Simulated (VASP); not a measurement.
SrO, 2 atoms in the cell. Symmetry: Fm-3m, No. 225, cubic system. Conventional cell: a = 5.160 Å, b = 5.160 Å, c = 5.160 Å, α = 90.00°, β = 90.00°, γ = 90.00°. Sr (site symmetry m-3m) has 6 O at 2.58 Å within 3.4 Å. O (site symmetry m-3m) has 6 Sr at 2.58 Å within 3.4 Å. 

| Quantity | Value |
| --- | --- |
| Program | VASP 6.6.1 |
| Task | single point |
| Functional | PBE |
| Potentials or basis | VASP PAW PBE potentials, release 64 (Sr_sv, O) |
| Cutoff | 600 eV |
| k mesh | 4 × 4 × 4 |
| Occupations | gaussian, width 0.01 eV |
| Spin | no spin polarisation |
| Dipole correction | no |
| Further INCAR settings | ALGO = Normal; EDIFF = 1e-06; NBANDS = 15 |

Potentials or basis: VASP PAW PBE potentials, release 64 (Sr_sv, O).

Launch:

```console
$ cat potpaw_PBE.64/Sr_sv/POTCAR potpaw_PBE.64/O/POTCAR > POTCAR
$ mpirun -np 1 vasp_std > vasp.out
```

Hardware: 1 thread of Intel(R) Xeon(R) Platinum 8259CL CPU @ 2.50GHz (Skylake/Cascade Lake), on a shared host.

Task: Estimate the wall time of this run.

Result: Run time: 7.9 s on 1 thread of Intel(R) Xeon(R) Platinum 8259CL CPU @ 2.50GHz (Skylake/Cascade Lake) (shared host), peak memory 0.16 GiB. Counts: scf iterations 13, k points 8.
